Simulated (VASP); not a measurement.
A run of VASP 6.6.1:

POSCAR

```
ZrH
1.0
   -1.6439080000      1.6439080000      2.5043990000
    1.6439080000     -1.6439080000      2.5043990000
    1.6439080000      1.6439080000     -2.5043990000
Zr H
1 1
Direct
    0.0000000000      0.0000000000      0.0000000000
    0.7500000000      0.2500000000      0.5000000000
```

INCAR.step1

```
SYSTEM = ZrH
  PREC = Accurate
  ENCUT = 520
  ISMEAR = 0
  SIGMA = 0.05
  LREAL = .False.
  LASPH = .True.
  NELM = 100
  NBANDS = 14
  GGA = PE
  ALGO = Normal
  EDIFF = 1E-4
  LWAVE = .True.
  LCHARG = .False.
```

File INCAR.step2:

```
SYSTEM = ZrH
  PREC = Accurate
  ENCUT = 520
  EDIFF = 1E-6
  ISMEAR = 0
  SIGMA = 0.05
  LREAL = .False.
  LASPH = .True.
  NELM = 100
  ALGO = Normal
  ISIF = 2
  LWAVE = .False.
  LCHARG = .False.
  METAGGA = R2SCAN
  LMIXTAU = .True.
  NBANDS = 14
  ISTART = 1
```

File KPOINTS:

```
Automatic mesh
0
Gamma
  16 16 16
  0 0 0
```

Potentials or basis: VASP PAW PBE potentials, release 64 (Zr_sv, H).

The run is started by

```bash
$ cat potpaw_PBE.64/Zr_sv/POTCAR potpaw_PBE.64/H/POTCAR > POTCAR
$ cp INCAR.step1 INCAR
$ mpirun -np 1 vasp_std > vasp.out
$ cp INCAR.step2 INCAR
$ mpirun -np 1 vasp_std > vasp.out
```

Hardware: 1 thread of Oxide Virtual Turin-like Processor (shared host).

Task: Estimate the wall time of this run.

Result: Wall time 20 min on 1 thread of Oxide Virtual Turin-like Processor, on a shared host, peak memory 0.23 GiB. Counts: k points 349.
